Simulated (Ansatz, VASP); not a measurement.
# Al2Cu in VASP and in Ansatz

INCAR

```
PREC     = Accurate       # precision mode
ENCUT    = 520            # plane-wave cutoff, eV
EDIFF    = 1E-7           # SCF threshold, eV
ISMEAR   = 0              # smearing method
SIGMA    = 0.15           # smearing width, eV
LREAL    = F              # projectors in reciprocal space
LASPH    = T              # aspherical terms in the spheres
NELM     = 80             # most SCF steps
ALGO     = Fast           # electronic algorithm
ISIF     = 2              # what is computed and relaxed
LWAVE    = F              # write WAVECAR
LCHARG   = F              # write CHGCAR
GGA      = PE             # functional
NBANDS   = 16             # bands
```

KPOINTS

```
regular mesh
0
Gamma
  14 14 14
```

File POSCAR:

```
Al2Cu
1.0
   -1.9491751977      1.9491751977      2.8432000000
    1.9491751977     -1.9491751977      2.8432000000
    1.9491751977      1.9491751977     -2.8432000000
Al Cu
2 1
Direct
    0.7500000000      0.2500000000      0.5000000000
    0.2500000000      0.7500000000      0.5000000000
    0.5000000000      0.5000000000      0.0000000000
```

Input for Ansatz:

```yaml
crystal:
  lattice:
    - [-1.9491751977, 1.9491751977, 2.8432]
    - [1.9491751977, -1.9491751977, 2.8432]
    - [1.9491751977, 1.9491751977, -2.8432]
  atoms:
    - { symbol: Al, position: [0.75, 0.25, 0.5] }
    - { symbol: Al, position: [0.25, 0.75, 0.5] }
    - { symbol: Cu, position: [0.5, 0.5, 0.0] }
basis:
  ecutwfc: 520.0
kpoints:
  mp_grid: { grid: [14, 14, 14] }
hamiltonian:
  xc: pbe
  pseudopotentials: { kind: paw, azcp: { folder: soft_1 } }
scf:
  occupations: { method: gaussian, width: 0.15 }
output:
  forces: true
  stress: true
  eigenvalues: true
```

Alike in both runs: task single point; functional PBE; k mesh 14 × 14 × 14; occupations gaussian, width 0.15 eV; no spin polarisation.

|  | VASP | Ansatz |
| --- | --- | --- |
| version | VASP 6.6.1 | Ansatz 0.2.0 |
| potentials or method | VASP PAW PBE potentials, release 64 (Al, Cu), cutoff 520 eV | scalar-relativistic, plane waves, PAW |
| valence electrons in the cell | 17 | 25 |

|  | VASP | Ansatz | Ansatz less VASP |
| --- | --- | --- | --- |
| gap on the k mesh at the Fermi level (eV) | none | none | - |
| pressure (GPa) | 14.3 | 14.0 | -0.33 |
| traceless stress, the component that is largest in VASP (GPa) | -2.32 | -2.33 | -0.011 |

A gap of «none» marks a metal or a gap that the smearing closes. The functional is the same, so the differences come from potentials, cutoffs and numerics. VASP's potentials hold 17 valence electrons a cell and Ansatz's 25, so a difference there can come from the potentials and not from the codes.
